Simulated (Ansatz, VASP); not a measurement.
## C in VASP and in Ansatz

```
CELL_PARAMETERS angstrom
-2.46466 0.00000 0.00000
0.00000 0.00000 -3.57197
0.00000 -4.26892 0.00000
ATOMIC_POSITIONS crystal
C 0.50000 0.00000 0.16667
C 0.00000 0.00000 0.66667
C 0.00000 0.00000 0.33333
C 0.50000 0.00000 0.83333
```

Alike in both runs: task single point; functional PBE; dispersion D3(BJ); k mesh 18 × 12 × 10; occupations gaussian, width 0.15 eV; no spin polarisation.

```csv
,VASP,Ansatz
version,VASP 6.6.1,Ansatz 0.2.0
potentials or method,"VASP PAW PBE potentials, release 64 (C), cutoff 520 eV","scalar-relativistic, plane waves, PAW"
valence electrons in the cell,16,16
```

VASP gave:

| Property | Result |
| --- | --- |
| gap on the k mesh at the Fermi level (eV) | none |
| pressure (GPa) | 0.4 |
| traceless stress, the component that is largest in VASP (GPa) | -0.54 |

**Question.** Estimate Ansatz's values.

**Answer.** gap on the k mesh at the Fermi level (eV): none; pressure (GPa): 0.0; traceless stress, the component that is largest in VASP (GPa): -0.04.

A gap of «none» marks a metal or a gap that the smearing closes.
